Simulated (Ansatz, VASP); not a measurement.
BAs: VASP beside Ansatz

Contents of INCAR:

```
ALGO     = Normal         # electronic algorithm
EDIFF    = 1E-6           # SCF threshold, eV
ENCUT    = 520            # plane-wave cutoff, eV
GGA      = PE             # functional
ISIF     = 2              # what is computed and relaxed
ISMEAR   = 0              # smearing method
LASPH    = True           # aspherical terms in the spheres
LCHARG   = False          # write CHGCAR
LREAL    = False          # projectors in reciprocal space
LWAVE    = False          # write WAVECAR
NBANDS   = 11             # bands
NELM     = 80             # most SCF steps
PREC     = Accurate       # precision mode
SIGMA    = 0.05           # smearing width, eV
```

KPOINTS

```
k-points
0
Gamma
  12 12 12
```

The input POSCAR:

```
BAs
1.0
    0.0000000000      2.3885000000      2.3885000000
    2.3885000000      0.0000000000      2.3885000000
    2.3885000000      2.3885000000      0.0000000000
B As
1 1
Direct
    0.0000000000      0.0000000000      0.0000000000
    0.7500000000      0.7500000000      0.7500000000
```

Input for Ansatz:

```yaml
crystal:
  lattice:
    - [0.0, 2.3885, 2.3885]
    - [2.3885, 0.0, 2.3885]
    - [2.3885, 2.3885, 0.0]
  atoms:
    - { symbol: B, position: [0.0, 0.0, 0.0] }
    - { symbol: As, position: [0.75, 0.75, 0.75] }
basis:
  ecutwfc: 420
kpoints:
  mp_grid: { grid: [12, 12, 12] }
hamiltonian:
  xc: pbe
scf:
  occupations: { method: gaussian, width: 0.05 }
output:
  forces: true
  stress: true
  eigenvalues: true
```

Alike in both runs: task single point; functional PBE; k mesh 12 × 12 × 12; occupations gaussian, width 0.05 eV; no spin polarisation.

```csv
,VASP,Ansatz
version,VASP 6.6.1,Ansatz 0.2.0
potentials or method,"VASP PAW PBE potentials, release 64 (B, As), cutoff 520 eV","scalar-relativistic, plane waves, PAW"
valence electrons in the cell,8,18
```

|  | VASP | Ansatz | Ansatz less VASP |
| --- | --- | --- | --- |
| gap on the k mesh at the Fermi level (eV) | 1.18 | 1.19 | +0.009 |
| least direct gap on the mesh (eV) | 3.28 | 3.28 | +0.005 |
| pressure (GPa) | 3.4 | 2.8 | -0.65 |

With one functional, cell and mesh, what is left measures potentials, basis and numerics. VASP's potentials hold 8 valence electrons a cell and Ansatz's 18, so a difference there can come from the potentials and not from the codes.
